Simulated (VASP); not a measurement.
Here is a VASP 6.6.1 calculation.

INCAR

```
SYSTEM = TaSi2
  ALGO = Normal
  EDIFF = 1E-7
  ENCUT = 520
  GGA = PS
  ISIF = 2
  ISMEAR = 0
  LASPH = .TRUE.
  LCHARG = .TRUE.
  LELF = .TRUE.
  LREAL = .FALSE.
  LVHAR = .TRUE.
  LWAVE = .FALSE.
  NBANDS = 38
  NELM = 80
  PREC = Accurate
  SIGMA = 0.15
```

KPOINTS

```
k-points
0
G
  9 9 6
  0 0 0
```

Contents of POSCAR:

```
TaSi2
1.0
    4.7613605622      0.0000000000      0.0000000000
   -2.3806802811      4.1234592035      0.0000000000
    0.0000000000      0.0000000000      6.5581204410
Ta Si
3 6
Direct
    0.4101097272      0.0000000000     -0.0978939020
    0.5000000000      0.5000000000      0.6666666667
    0.0000000000      0.5000000000      0.3333333333
    0.1592624125      0.3185248251      0.0000000000
    0.8407375875      0.1592624125      0.6666666667
    0.6814751749      0.8407375875      0.3333333333
    0.8407375875      0.6814751749      0.0000000000
    0.1592624125      0.8407375875      0.6666666667
    0.3185248251      0.1592624125      0.3333333333
```

Potentials or basis: VASP PAW PBE potentials, release 64 (Ta_pv, Si).

Launch:

```bash
$ cat potpaw_PBE.64/Ta_pv/POTCAR potpaw_PBE.64/Si/POTCAR > POTCAR
$ mpirun -np 1 vasp_std > vasp.out
```

Task: Estimate the largest force.

Result: 25.845 eV/Å.

Task: Estimate the pressure.

Result: 22.5 GPa.

Forces on the atoms (eV/Å):
```
Ta   12.666   5.910  21.739
Ta   -1.253   0.173  -1.651
Ta   -0.311   0.435  -0.809
Si   -1.948   0.857   0.227
Si    0.839   0.768  -1.548
Si   -0.608   0.151  -0.644
Si   -1.561  -0.825  -0.005
Si   -8.347  -7.289 -16.457
Si    0.524  -0.180  -0.851
```

Caveat: the cell differs from its parent crystal (atom 1 (Ta) moved by -0.428 Å along [1 0 0] and -0.642 Å along [0 0 1]); the PAW data sets were made with another functional, which shifts forces and pressure a little.
